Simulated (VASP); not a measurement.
The system is Li3S2.

```xyz
5
Lattice="3.8832 0.0000 0.0000 0.0000 3.8832 0.0000 0.0000 0.0000 5.6307" Properties=species:S:1:pos:R:3 pbc="T T T"
Li    1.9416    1.9416    2.8154
Li    1.9416    1.9416    4.6115
Li    1.9416    1.9416    1.0192
S     0.0000    1.9416    0.0000
S     1.9416    0.0000    0.0000
```

The cell was built from a structure type or drawn by symmetry, and may not be a known phase.

```yaml
Program: VASP 6.6.1
Task: relaxation of cell and atoms
Functional: PBE
Potentials_or_basis: VASP PAW PBE potentials, release 64 (Li_sv, S)
Cutoff: 600 eV
k_mesh: 4 × 4 × 4
Occupations: gaussian, width 0.1 eV
Spin: no spin polarisation
```

At the start: pressure 14.1 GPa; volume 16.98 Å³/atom.

Problem. Where does the relaxation end?

Solution. Over 16 steps the energy falls by 418.6 meV/atom and the volume is 24.72 Å³/atom (+45.6 %); space group P4/mmm (No. 123, to 0.1 Å) before and after.

Step by step:
```tsv
step	energy change (eV)	largest force (eV/Å)	pressure (GPa)	volume (Å³)
1	0.0000	0.8383	14.13	84.91
2	-1.2027	1.1193	4.35	104.65
3	-1.5449	1.1939	0.00	122.42
4	-1.5649	1.1961	-0.92	127.86
5	-1.8136	0.4762	-0.45	129.29
6	-1.9100	0.2854	0.08	130.55
7	-1.9108	0.3678	0.17	130.68
8	-1.9497	0.3070	-0.13	131.66
9	-2.0294	0.1446	-1.09	134.15
10	-2.0663	0.2154	-0.49	129.56
11	-2.0751	0.2773	0.49	123.72
12	-2.0787	0.2643	0.07	126.03
13	-2.0788	0.2670	0.13	125.66
14	-2.0886	0.1063	-0.02	124.82
15	-2.0903	0.0126	-0.10	124.23
16	-2.0930	0.0066	0.00	123.59
```

Final structure:
```cif
data_structure
_symmetry_space_group_name_H-M 'P 1'
_symmetry_Int_Tables_number 1
_cell_length_a 3.9382
_cell_length_b 3.9382
_cell_length_c 7.9682
_cell_angle_alpha 90.000
_cell_angle_beta 90.000
_cell_angle_gamma 90.000
_cell_volume 123.59
loop_
_atom_site_label
_atom_site_type_symbol
_atom_site_fract_x
_atom_site_fract_y
_atom_site_fract_z
_atom_site_occupancy
Li1 Li 0.50000 0.50000 0.50000 1
Li2 Li 0.50000 0.50000 0.83705 1
Li3 Li 0.50000 0.50000 0.16295 1
S1 S 0.00000 0.50000 0.00000 1
S2 S 0.50000 0.00000 0.00000 1
```

Caveat: the k points lie up to 0.40 Å⁻¹ apart in the final cell, too coarse for converged energies and pressures of a metal; the cutoff is under 1.25 times the usual one of these potentials, so pressure, stress and relaxed cells hold a basis-set (Pulay) error; the volume moved by over 15 % at a fixed basis, so the end points are rough.
